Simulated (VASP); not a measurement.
The system is PrHRh3.

```
Pr H Rh
1.0
     1.94123   -4.04876    0.00000
     1.94123    4.04876    0.00000
     0.00000    0.00000    5.88935
Pr H Rh
1 1 3
Direct
  0.50000 0.50000 0.50000
  0.00000 0.00000 0.50000
  0.50000 0.50000 0.00000
  0.00000 0.00000 0.78254
  0.00000 0.00000 0.21746
```

The cell was generated, and may not be a known phase.

- Program: VASP 6.6.1
- Task: relaxation of cell and atoms
- Functional: PBE
- Potentials or basis: VASP PAW PBE potentials, release 64 (Pr_3, H, Rh_pv), 4f in core
- Cutoff: 500 eV
- k mesh: 5 × 5 × 3
- Occupations: gaussian, width 0.2 eV
- Spin: no spin polarisation

At the start: pressure 34.2 GPa; volume 18.52 Å³/atom.

Problem. How do energy, volume and symmetry change on relaxing?

Solution. Over 20 steps the energy falls by 1421.1 meV/atom and the volume is 15.25 Å³/atom (-17.7 %); space group Cmmm (No. 65, to 0.1 Å) before, P4/mmm (No. 123, to 0.1 Å).

Step by step:
| step | energy change (eV) | largest force (eV/Å) | pressure (GPa) | volume (Å³) |
| --- | --- | --- | --- | --- |
| 1 | 0.0000 | 0.3331 | 34.25 | 92.58 |
| 2 | 0.3032 | 0.1144 | -16.06 | 151.45 |
| 3 | -3.1082 | 0.7323 | -6.15 | 115.53 |
| 4 | -3.1307 | 0.7446 | -4.89 | 114.03 |
| 5 | -3.1348 | 0.7496 | -4.09 | 113.14 |
| 6 | -3.7590 | 0.6275 | -4.56 | 106.78 |
| 7 | -4.0676 | 4.3652 | 8.62 | 86.66 |
| 8 | -4.3561 | 0.3213 | -2.89 | 98.21 |
| 9 | -4.4522 | 1.4907 | 0.17 | 93.35 |
| 10 | -4.6491 | 1.6515 | 0.07 | 91.42 |
| 11 | -5.2244 | 2.1797 | 1.63 | 85.30 |
| 12 | -4.9900 | 5.1133 | 26.06 | 71.77 |
| 13 | -5.4713 | 2.5969 | 4.07 | 82.00 |
| 14 | -6.2529 | 1.0795 | 0.08 | 80.81 |
| 15 | -6.8213 | 0.7625 | -1.07 | 78.21 |
| 16 | -6.9214 | 0.5967 | -1.34 | 77.93 |
| 17 | -7.0850 | 0.1331 | -1.33 | 77.09 |
| 18 | -7.1037 | 0.0773 | -0.88 | 76.64 |
| 19 | -7.1037 | 0.0612 | -0.92 | 76.68 |
| 20 | -7.1055 | 0.0432 | -0.15 | 76.23 |

Final structure:
```
Pr H Rh
1.0
     2.48549   -2.50083    0.00000
     2.48549    2.50083    0.00000
     0.00000    0.00000    6.13230
Pr H Rh
1 1 3
Direct
  0.50000 0.50000 0.50000
  0.00000 0.00000 0.50000
  0.50000 0.50000 0.00000
  0.00000 0.00000 0.79804
  0.00000 0.00000 0.20196
```

Caveat: the volume moved by over 15 % at a fixed basis, so the end points are rough; the relaxation stopped at a loose force limit of 0.08 eV/Å, so its end isn't a converged minimum.
